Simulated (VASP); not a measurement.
# MoS2 (R3m) in VASP: further runs

Runs on MoS2. Level: r2SCAN+U. Tasks: single point.

Everything below comes from runs of VASP 6.6.1. Logs are shortened: lines on timing, memory, paths and dates and some standing lists are left out, and cuts for length are marked.

## Step 1: The cell of the first run

Symmetry: R3m, No. 160, trigonal system. The conventional cell has a = 3.163 Å, b = 3.163 Å, c = 18.370 Å, α = 90.00°, β = 90.00°, γ = 120.00°. Within 3.2 Å of Mo (site symmetry 3m) lie 6 S at 2.36 Å and 6 Mo at 3.16 Å. Within 3.2 Å of S (site symmetry 3m) lie 3 Mo at 2.36 Å and 7 S at 3.00 to 3.16 Å. Within 3.2 Å of S (site symmetry 3m) lie 3 Mo at 2.36 Å and 7 S at 3.00 to 3.16 Å.

## Step 2: Single point, r2SCAN+U, collinear spin, zero start

File POSCAR:

```
MoS2
1.0
    1.5814998900      0.9130793900      6.1233282100
   -1.5814998900      0.9130793900      6.1233282100
    0.0000000000     -1.8261587800      6.1233282100
Mo S
1 2
Direct
    0.0000000000      0.0000000000      0.0000000000
    0.7484000000      0.7484000000      0.7484000000
    0.5849000000      0.5849000000      0.5849000000
```

File INCAR.step1:

```
SYSTEM = MoS2
  PREC = Accurate
  ENCUT = 550
  ISMEAR = 0
  SIGMA = 0.05
  LREAL = .False.
  LASPH = .True.
  NELM = 200
  ISPIN = 2
  MAGMOM = 0 0 0
  LMAXMIX = 4
  LDAU = .True.
  LDAUTYPE = 2
  LDAUL = 2 -1
  LDAUU = 3 0
  LDAUJ = 0 0
  NBANDS = 24
  GGA = PE
  ALGO = Normal
  EDIFF = 1E-5
  LWAVE = .True.
  LCHARG = .False.
  GGA_COMPAT = .False.
```

File INCAR.step2:

```
SYSTEM = MoS2
  PREC = Accurate
  ENCUT = 550
  EDIFF = 1E-6
  ISMEAR = 0
  SIGMA = 0.05
  LREAL = .False.
  LASPH = .True.
  NELM = 200
  ALGO = Normal
  ISIF = 2
  LWAVE = .False.
  LCHARG = .False.
  ISPIN = 2
  MAGMOM = 0 0 0
  LORBIT = 11
  LMAXMIX = 4
  LDAU = .True.
  LDAUTYPE = 2
  LDAUL = 2 -1
  LDAUU = 3 0
  LDAUJ = 0 0
  LDAUPRINT = 1
  METAGGA = R2SCAN
  LMIXTAU = .True.
  NBANDS = 24
  ISTART = 1
  GGA_COMPAT = .False.
```

File KPOINTS:

```
Automatic mesh
0
Gamma
  7 7 7
  0 0 0
```

Potentials or basis: VASP PAW PBE potentials, release 64 (Mo_sv, S).

Run with:

```bash
$ cat potpaw_PBE.64/Mo_sv/POTCAR potpaw_PBE.64/S/POTCAR > POTCAR
$ cp INCAR.step1 INCAR
$ mpirun -np 1 vasp_std > vasp.out
$ cp INCAR.step2 INCAR
$ mpirun -np 1 vasp_std > vasp.out
```

OUTCAR:

```text
SYSTEM = MoS2
   PREC = Accurate
   ENCUT = 550
   EDIFF = 1E-6
   ISMEAR = 0
   LREAL = .False.
   LASPH = .True.
   NELM = 200
   ISIF = 2
   ISPIN = 2
   LORBIT = 11
   METAGGA = R2SCAN
   ISTART = 1

 ion  position               nearest neighbor table
   1  0.000  0.000  0.000-   2 2.36   2 2.36   2 2.36   3 2.36   3 2.36   3 2.36
   2  0.748  0.748  0.748-   1 2.36   1 2.36   1 2.36
   3  0.585  0.585  0.585-   1 2.36   1 2.36   1 2.36

  LATTYP: Found a trigonal (rhomboedric) cell.
 ALAT       =     6.3898360106
 COS(alpha) =     0.8774851015

  Lattice vectors:

 A1 = (   1.5814998900,   0.9130793900,   6.1233282100)
 A2 = (  -1.5814998900,   0.9130793900,   6.1233282100)
 A3 = (   0.0000000000,  -1.8261587800,   6.1233282100)

Analysis of symmetry for initial positions (statically):
=====================================================================
 Subroutine PRICEL returns:
 Original cell was already a primitive cell.

 Routine SETGRP: Setting up the symmetry group for a
 trigonal (rhombohedral) supercell.

 Subroutine GETGRP returns: Found  6 space group operations
 (whereof  6 operations were pure point group operations)
 out of a pool of 12 trial point group operations.

The static configuration has the point symmetry C_3v.

Analysis of symmetry for dynamics (positions and initial velocities):
=====================================================================
 Subroutine PRICEL returns:
 Original cell was already a primitive cell.

 Routine SETGRP: Setting up the symmetry group for a
 trigonal (rhombohedral) supercell.

 Subroutine GETGRP returns: Found  6 space group operations
 (whereof  6 operations were pure point group operations)
 out of a pool of 12 trial point group operations.

The dynamic configuration has the point symmetry C_3v.

Analysis of structural, dynamic, and magnetic symmetry:
=====================================================================
 Subroutine PRICEL returns:
 Original cell was already a primitive cell.

 Routine SETGRP: Setting up the symmetry group for a
 trigonal (rhombohedral) supercell.

 Subroutine GETGRP returns: Found  6 space group operations
 (whereof  6 operations were pure point group operations)
 out of a pool of 12 trial point group operations.

The overall configuration has the point symmetry C_3v.

 Subroutine INISYM returns: Found  6 space group operations
 (whereof  6 operations are pure point group operations),
 and found     1 'primitive' translations

----------------------------------------------------------------------------------------

                                     Primitive cell

  volume of cell :      53.0538

  direct lattice vectors                    reciprocal lattice vectors
     1.581499890  0.913079390  6.123328210     0.316155571  0.182532503  0.054436627
    -1.581499890  0.913079390  6.123328210    -0.316155571  0.182532503  0.054436627
     0.000000000 -1.826158780  6.123328210     0.000000000 -0.365065006  0.054436627

  length of vectors
     6.389836011  6.389836011  6.389836012     0.369101349  0.369101349  0.369101348

  position of ions in fractional coordinates (direct lattice)
     0.000000000  0.000000000  0.000000000
     0.748400000  0.748400000  0.748400000
     0.584900000  0.584900000  0.584900000

  ion indices of the primitive-cell ions
   primitive index   ion index
                 1           1
                 2           2
                 3           3

----------------------------------------------------------------------------------------

 KPOINTS: Automatic mesh

Automatic generation of k-mesh.
 Grid dimensions read from file:
[... 72 lines left out ...]
   ISYM   =      2    0-nonsym 1-usesym 2-fastsym
   POTIM  = 0.5000    time-step for ionic-motion
   TEBEG  =    0.0;   TEEND  =   0.0 temperature during run
   PSTRESS=    0.0 pullay stress
   NELECT =      26.0000    total number of electrons
   NUPDOWN=      -1.0000    fix difference up-down
   EMIN   =  10.00;   EMAX   =-10.00  energy-range for DOS
   EFERMI =   0.00;   METHOD = LEGACY
   ISMEAR =     0;   SIGMA  =   0.05  broadening in eV -4-tet -1-fermi 0-gaus
   EFERMI_NEDOS =   21; number of points for ismear=-14 and -15
   IALGO  =     38    algorithm
   IMIX   =      4    mixing-type and parameters
     AMIX     =   0.40;   BMIX     =  1.00
     AMIX_MAG =   1.60;   BMIX_MAG =  1.00
  volume/ion in A,a.u.               =      17.68       119.34
  Fermi-wavevector in a.u.,A,eV,Ry     =   1.290705  2.439079 22.666222  1.665920
  Thomas-Fermi vector in A             =   2.422520
   LORBIT       =     11    0 simple, 1 ext, 2 COOP (PROOUT), +10 PAW based schemes
 LDA+U is selected, type is set to LDAUTYPE =  2
   angular momentum for each species LDAUL =     2   -1
   U (eV)           for each species LDAUU =   3.0  0.0
   J (eV)           for each species LDAUJ =   0.0  0.0
   METAGGA = R2SCAN    functional components
   LHFCALC =     F    Hartree Fock is set to
   AEXX    =    0.0000 exact exchange contribution
   IVDW    =     0    specifies the selected vdW correction
   LEPSILON=     F    determine dielectric tensor
   LRPA    =     F    only Hartree local field effects (RPA)
 spin polarized calculation
 Gauss-broadening in eV      SIGMA  =   0.05
  energy-cutoff  :      550.00
  volume of cell :       53.05
 maximum number of plane-waves:      1572
 NGX is ok and might be reduce to    50
   NGX = 25   NGY = 25   NGZ = 25

 number of electron      25.9999998 magnetization      -0.0000000

atom =   1  type =  1  l = 2

 onsite density matrix

spin component  1

  0.3937 -0.0000  0.0000  0.0004  0.0000
 -0.0000  0.3871  0.0000  0.0000  0.0004
  0.0000  0.0000  0.4308 -0.0000  0.0000
  0.0004  0.0000 -0.0000  0.3871  0.0000
  0.0000  0.0004  0.0000  0.0000  0.3937

spin component  2

  0.3937  0.0000  0.0000  0.0004  0.0000
  0.0000  0.3871  0.0000 -0.0000  0.0004
  0.0000  0.0000  0.4308 -0.0000  0.0000
  0.0004 -0.0000 -0.0000  0.3871 -0.0000
  0.0000  0.0004  0.0000 -0.0000  0.3937

 occupancies and eigenvectors

  o =  0.3870  v =  0.0000  0.0000  0.0000  0.0000  0.0000 -0.0542  0.0000  0.0000  0.9985 -0.0000      0.0000  0.0000  0.0000  0.0000  0.0000  0.0000  0.0000  0.0000  0.0000  0.0000
  o =  0.3870  v =  0.0000  0.0000  0.0000  0.0000  0.0000  0.0000  0.9985  0.0000 -0.0000 -0.0542      0.0000  0.0000  0.0000  0.0000  0.0000  0.0000  0.0000  0.0000  0.0000  0.0000
  o =  0.3870  v = -0.0542  0.0000  0.0000  0.9985 -0.0000  0.0000  0.0000  0.0000  0.0000  0.0000      0.0000  0.0000  0.0000  0.0000  0.0000  0.0000  0.0000  0.0000  0.0000  0.0000
  o =  0.3870  v =  0.0000  0.9985  0.0000 -0.0000 -0.0542  0.0000  0.0000  0.0000  0.0000  0.0000      0.0000  0.0000  0.0000  0.0000  0.0000  0.0000  0.0000  0.0000  0.0000  0.0000
  o =  0.3937  v = -0.9985  0.0000 -0.0000 -0.0542  0.0000  0.0000  0.0000  0.0000  0.0000  0.0000      0.0000  0.0000  0.0000  0.0000  0.0000  0.0000  0.0000  0.0000  0.0000  0.0000
  o =  0.3937  v = -0.0000 -0.0542  0.0000 -0.0000 -0.9985  0.0000  0.0000  0.0000  0.0000  0.0000      0.0000  0.0000  0.0000  0.0000  0.0000  0.0000  0.0000  0.0000  0.0000  0.0000
  o =  0.3937  v =  0.0000  0.0000  0.0000  0.0000  0.0000 -0.9985  0.0000 -0.0000 -0.0542  0.0000      0.0000  0.0000  0.0000  0.0000  0.0000  0.0000  0.0000  0.0000  0.0000  0.0000
  o =  0.3937  v =  0.0000  0.0000  0.0000  0.0000  0.0000 -0.0000 -0.0542  0.0000 -0.0000 -0.9985      0.0000  0.0000  0.0000  0.0000  0.0000  0.0000  0.0000  0.0000  0.0000  0.0000
  o =  0.4308  v =  0.0000  0.0000  1.0000 -0.0000  0.0000  0.0000  0.0000  0.0000  0.0000  0.0000      0.0000  0.0000  0.0000  0.0000  0.0000  0.0000  0.0000  0.0000  0.0000  0.0000
  o =  0.4308  v =  0.0000  0.0000  0.0000  0.0000  0.0000  0.0000  0.0000  1.0000 -0.0000  0.0000      0.0000  0.0000  0.0000  0.0000  0.0000  0.0000  0.0000  0.0000  0.0000  0.0000

 number of electron      25.9999998 magnetization       0.0000000

 Free energy of the ion-electron system (eV)
  ---------------------------------------------------
  ext. energy  EPLUGINS =         0.00000000
  ---------------------------------------------------
  free energy    TOTEN  =       -41.35333572 eV

  energy without entropy =      -41.35333572  energy(sigma->0) =      -41.35333572

 E-fermi :   8.0205     XC(G=0): -11.4931

 val. band max:        7.7371740781   @ k =   0.4286   0.4286   0.4286
 cond. band min:       8.7591197759   @ k =  -0.2857   0.2857   0.0000
 fundamental gap:      1.0219456978
 Fermi energy:         8.0204576236

 spin component 1

 k-point     1 :       0.0000    0.0000    0.0000
  band No.  band energies     occupation
      1     -56.1764      1.00000
      2     -29.5984      1.00000
      3     -29.3966      1.00000
      4     -29.3966      1.00000
      5      -8.3613      1.00000
      6      -6.4222      1.00000
[... 1289 lines left out ...]
     23      19.5949      0.00000
     24      20.3374      0.00000

 [... further k-points ...]

------------------------ aborting loop because EDIFF is reached ----------------------------------------

  FORCE on cell =-STRESS in cart. coord.  units (eV):
  Direction    XX          YY          ZZ          XY          YZ          ZX
  --------------------------------------------------------------------------------------
  -------------------------------------------------------------------------------------
  Total        2.7124878      2.7124878      4.6275612      0.0000000      0.0000000      0.0000000
  in kB       81.9147071     81.9147076    139.7482128      0.0000000      0.0000000      0.0000000
  external PRESSURE =     101.1925425 kB  Pullay stress =       0.0000000 kB

 VOLUME and BASIS-vectors are now :
 -----------------------------------------------------------------------------
  energy-cutoff  :      550.00
  volume of cell :       53.05
      direct lattice vectors                 reciprocal lattice vectors
     1.581499890  0.913079390  6.123328210     0.316155571  0.182532503  0.054436627
    -1.581499890  0.913079390  6.123328210    -0.316155571  0.182532503  0.054436627
     0.000000000 -1.826158780  6.123328210     0.000000000 -0.365065006  0.054436627

 POSITION                                       TOTAL-FORCE (eV/Angst)
 -----------------------------------------------------------------------------------
      0.00000      0.00000      0.00000         0.000000     -0.000000     -0.000304
      0.00000      0.00000     13.74810         0.000000      0.000000      1.379619
      0.00000      0.00000     10.74460         0.000000     -0.000000     -1.379315
 -----------------------------------------------------------------------------------
    total drift:                                0.000000     -0.000000      0.000006

  FREE ENERGIE OF THE ION-ELECTRON SYSTEM (eV)
  ---------------------------------------------------
  free  energy   TOTEN  =       -41.3533357181 eV

  energy  without entropy=      -41.3533357181  energy(sigma->0) =      -41.35333572

 total charge

# of ion       s       p       d       tot
------------------------------------------
    1        2.303   6.247   3.928  12.479
    2        1.355   2.403   0.000   3.759
    3        1.355   2.403   0.000   3.759
--------------------------------------------------
tot          5.014  11.054   3.928  19.996

 magnetization (x)

# of ion       s       p       d       tot
------------------------------------------
    1        0.000  -0.000   0.000   0.000
    2       -0.000  -0.000   0.000  -0.000
    3       -0.000  -0.000   0.000  -0.000
--------------------------------------------------
tot         -0.000  -0.000   0.000   0.000
```

It took 53 min on 1 thread of Intel Xeon 8259CL, shared host; peak memory 0.54 GiB.

What came out:

```yaml
Free_energy: -41.3533 eV
Pressure: 10.1 GPa
Largest_force: 1.380 eV/Å
Band_gap_on_the_k_mesh: 1.02 eV (least direct gap 2.18 eV)
Net_moment: 0.00 μB per cell
Valence_electrons_inside_the_program's_atomic_spheres: Mo 12.48; S 3.76
```

Forces on the atoms (eV/Å):
```
Mo   0.000  0.000  0.000
S    0.000  0.000  1.380
S    0.000  0.000 -1.379
```

Levels at points of the mesh, in eV from the valence-band top:
Spin up:
| k point | band 9 | band 10 | band 11 | band 12 | band 13 | band 14 | band 15 | band 16 | band 17 | band 18 |
| --- | --- | --- | --- | --- | --- | --- | --- | --- | --- | --- |
| (0.00, 0.00, 0.00) | -3.98 | -2.73 | -2.73 | -1.44 | -1.16 | 2.11 | 2.11 | 2.60 | 2.60 | 5.76 |
Spin down:
```tsv
k point	band 9	band 10	band 11	band 12	band 13	band 14	band 15	band 16	band 17	band 18
(0.00, 0.00, 0.00)	-3.98	-2.73	-2.73	-1.44	-1.16	2.11	2.11	2.60	2.60	5.76
```

Eigenvalues of the final occupation matrices:
```
    site  spin  trace               eigenvalues
site 1 d     1   1.99  0.39 0.39 0.39 0.39 0.43
site 1 d     2   1.99  0.39 0.39 0.39 0.39 0.43
```

Caveat: the cell stands under pressure; the PAW data sets were made with another functional, which shifts forces and pressure a little; an odd mesh through Γ misses points on the zone boundary, where band edges can lie.

## Step 3: Single point, r2SCAN+U, collinear spin

POSCAR is that of step 2.

File INCAR.step1:

```
ALGO = Normal
EDIFF = 1E-5
ENCUT = 550
GGA = PE
GGA_COMPAT = F
ISMEAR = 0
ISPIN = 2
LASPH = T
LCHARG = F
LDAU = T
LDAUJ = 0 0
LDAUL = 2 -1
LDAUTYPE = 2
LDAUU = 3 0
LMAXMIX = 4
LREAL = F
LWAVE = T
MAGMOM = 2 0 0
NBANDS = 24
NELM = 200
PREC = Accurate
SIGMA = 0.05
```

File INCAR.step2:

```
ALGO = Normal
EDIFF = 1E-6
ENCUT = 550
GGA_COMPAT = F
ISIF = 2
ISMEAR = 0
ISPIN = 2
ISTART = 1
LASPH = T
LCHARG = F
LDAU = T
LDAUJ = 0 0
LDAUL = 2 -1
LDAUPRINT = 1
LDAUTYPE = 2
LDAUU = 3 0
LMAXMIX = 4
LMIXTAU = T
LORBIT = 11
LREAL = F
LWAVE = F
MAGMOM = 2 0 0
METAGGA = R2SCAN
NBANDS = 24
NELM = 200
PREC = Accurate
SIGMA = 0.05
```

File KPOINTS:

```
k-points
0
Gamma
  7 7 7
```

Potentials or basis: VASP PAW PBE potentials, release 64 (Mo_sv, S).

Run with:

```bash
$ cat potpaw_PBE.64/Mo_sv/POTCAR potpaw_PBE.64/S/POTCAR > POTCAR
$ cp INCAR.step1 INCAR
$ mpirun -np 1 vasp_std > vasp.out
$ cp INCAR.step2 INCAR
$ mpirun -np 1 vasp_std > vasp.out
```

Wall time 48 min (1 thread of Intel Xeon 8259CL, shared host); peak memory 0.54 GiB.

Results (log left out):

```yaml
Free_energy: -41.3533 eV
Pressure: 10.1 GPa
Largest_force: 1.380 eV/Å
Band_gap_on_the_k_mesh: 1.02 eV (least direct gap 2.18 eV)
Net_moment: 0.00 μB per cell
Valence_electrons_inside_the_program's_atomic_spheres: Mo 12.48; S 3.76
```

Forces in eV/Å, atoms in the order of the input:
```
Mo   0.000  0.000  0.000
S    0.000  0.000  1.380
S    0.000  0.000 -1.379
```

Stress tensor (GPa, compression positive):
```
 8.19  0.00  0.00
 0.00  8.19  0.00
 0.00  0.00 13.97
```

Levels at points of the mesh, in eV from the valence-band top:
Spin up:
```csv
k point,band 11,band 12,band 13,band 14,band 15,band 16
"(0.00, 0.00, 0.00)",-2.73,-1.44,-1.16,2.11,2.11,2.60
```
Spin down:
| k point | band 11 | band 12 | band 13 | band 14 | band 15 | band 16 |
| --- | --- | --- | --- | --- | --- | --- |
| (0.00, 0.00, 0.00) | -2.73 | -1.44 | -1.16 | 2.11 | 2.11 | 2.60 |

Eigenvalues of the final occupation matrices:
| site | spin | trace | eigenvalues |
| --- | --- | --- | --- |
| site 1 d | 1 | 1.99 | 0.39 0.39 0.39 0.39 0.43 |
| site 1 d | 2 | 1.99 | 0.39 0.39 0.39 0.39 0.43 |

Caveat: the cell stands under pressure; the PAW data sets were made with another functional, which shifts forces and pressure a little; an odd mesh through Γ misses points on the zone boundary, where band edges can lie.
